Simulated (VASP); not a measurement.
A run of VASP 6.6.1 is set up as follows.

The input INCAR:

```
  PREC = Accurate
  ENCUT = 600
  EDIFF = 1E-6
  ISMEAR = 0
  SIGMA = 0.1
  LREAL = F
  LASPH = T
  NELM = 80
  ALGO = Fast
  ISIF = 3
  LWAVE = F
  LCHARG = F
  GGA = PE
  IBRION = 2
  NSW = 100
  EDIFFG = -0.01
```

The input KPOINTS:

```
regular mesh
0
Gamma
  10 10 10
```

The input POSCAR:

```
BIr3Pd
1.0
    4.1044051704      0.0000000000      0.0000000000
    0.0000000000      4.1044051704      0.0000000000
    0.0000000000      0.0000000000      4.1044051704
B Pd Ir
1 1 3
Direct
    0.5000000000      0.5000000000      0.5000000000
    0.0000000000      0.0000000000      0.0000000000
    0.0000000000      0.5000000000      0.5000000000
    0.5000000000      0.5000000000      0.0000000000
    0.5000000000      0.0000000000      0.5000000000
```

Potentials or basis: VASP PAW PBE potentials, release 64 (B, Pd, Ir).

Run with:

```console
$ cat potpaw_PBE.64/B/POTCAR potpaw_PBE.64/Pd/POTCAR potpaw_PBE.64/Ir/POTCAR > POTCAR
$ mpirun -np 1 vasp_std > vasp.out
```

(1) Predict the band gap on the k mesh.

(2) Estimate the relaxed volume.

(3) Predict the relaxed cell.

(4) Predict the space group after relaxing (to 0.05 Å).

Results:

(1) zero (band 20 reaches 8.78 eV, above the bottom of band 21 at 8.16 eV).

(2) 13.88 Å³/atom.

(3) a = 4.109 Å, b = 4.109 Å, c = 4.109 Å, α = 90.00°, β = 90.00°, γ = 90.00°.

(4) Pm-3m (No. 221).

Caveat: spin-orbit coupling is left out, which moves the levels of the heavy elements.
